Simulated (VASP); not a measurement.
Wanted: the native input for a VASP 6.6.1 run.

```
Task                   : single point
Functional             : LDA
Potentials or basis    : VASP PAW LDA potentials, release 64 (Sb)
Cutoff                 : 500 eV
k mesh                 : 8 × 8 × 8
Occupations            : fermi-dirac, width 0.05 eV
Spin                   : no spin polarisation
Dipole correction      : no
Further INCAR settings : ALGO = Normal; EDIFF = 1e-06; NBANDS = 8
```

The structure of Sb lies in POSCAR:

```
Sb
1.0
    0.0000000000      2.2651296383      2.2651296383
    2.2651296383      0.0000000000      2.2651296383
    2.2651296383      2.2651296383      0.0000000000
Sb
1
Direct
    0.0000000000      0.0000000000      0.0000000000
```

This isn't the form of Sb at room conditions, which is rhombohedral.

These files were run (other wordings do the same):

INCAR

```
SYSTEM = Sb
PREC = Accurate
ENCUT = 500
EDIFF = 1E-6
ISMEAR = -1
SIGMA = 0.05
LREAL = .False.
LASPH = .True.
NELM = 120
ALGO = Normal
ISIF = 2
LWAVE = .False.
LCHARG = .False.
NBANDS = 8
GGA_COMPAT = .False.
```

KPOINTS

```
Automatic mesh
0
Gamma
  8 8 8
  0 0 0
```

Potentials or basis: VASP PAW LDA potentials, release 64 (Sb).

Command:

```sh
$ cat potpaw_LDA.64/Sb/POTCAR > POTCAR
$ mpirun -np 1 vasp_std > vasp.out
```

Results of the run:

```
Pressure               : 10.1 GPa
Band gap on the k mesh : zero (an odd number of electrons rules out a gap without spin polarisation)
```

Caveat: the cell stands under pressure; spin-orbit coupling is left out, which moves the levels of the heavy elements.

Wall time 3 s on 1 thread of AMD EPYC 7R13 Processor (Zen 3), on a shared host, peak memory 0.09 GiB.
